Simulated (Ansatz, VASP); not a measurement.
**Two plane-wave programs on CdSe**

```
Cd Se
1.0
     4.06439    0.00000    0.00000
     2.03220    3.51986    0.00000
     2.03220    1.17329    3.31856
Cd Se
1 1
Cartesian
  0.0000 0.0000 0.0000
  4.0644 2.3466 1.6593
```

Alike in both runs: task single point; functional BLYP; k mesh 6 × 6 × 6; no spin polarisation.

|  | VASP | Ansatz |
| --- | --- | --- |
| version | VASP 6.6.1 | Ansatz 0.2.0 |
| potentials or method | VASP PAW PBE potentials, release 64 (Cd, Se), cutoff 520 eV | plane waves, PAW |
| occupations | methfessel-paxton of order 1, width 0.05 eV | cold, width 0.05 eV |
| valence electrons in the cell | 18 | 36 |

|  | VASP | Ansatz | Ansatz less VASP |
| --- | --- | --- | --- |
| pressure (GPa) | 4.2 | 3.7 | -0.48 |

VASP's potentials were made for PBE, not for BLYP. VASP's potentials hold 18 valence electrons a cell and Ansatz's 36, so a difference there can come from the potentials and not from the codes.
